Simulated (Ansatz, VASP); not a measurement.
**Two plane-wave programs on Os**

```
Os
1.0
     2.76144    0.00000    0.00000
    -1.38072    2.39148    0.00000
     0.00000    0.00000    4.31970
Os
2
Direct
  0.33333 0.66667 0.25000
  0.66667 0.33333 0.75000
```

Change from the starting cell: equal xx and yy strain of +1 %, PAW files.

Alike in both runs: task electric field gradients; functional PBE; k mesh 15 × 15 × 9; occupations fermi-dirac, width 0.05 eV; no spin polarisation.

|  | VASP | Ansatz |
| --- | --- | --- |
| version | VASP 6.6.1 | Ansatz 0.2.0 |
| potentials or method | VASP PAW PBE potentials, release 64 (Os) | PAW with Ansatz's default frozen-core files, scalar-relativistic |
| plane-wave cutoff (eV) | 520 | 420 |
| valence electrons in the cell | 16 | 32 |

```csv
,VASP,Ansatz,Ansatz less VASP
pressure (GPa),0.4,0.5,+0.15
"traceless stress, the component that is largest in VASP (GPa)",3.99,4.11,+0.121
size of Vzz on the site where it differs most (V/Å²),97.0,73.6,-23.41
```

VASP's potentials hold 16 valence electrons a cell and Ansatz's 32, so a difference there can come from the potentials and not from the codes.

Spin-orbit coupling is off throughout.
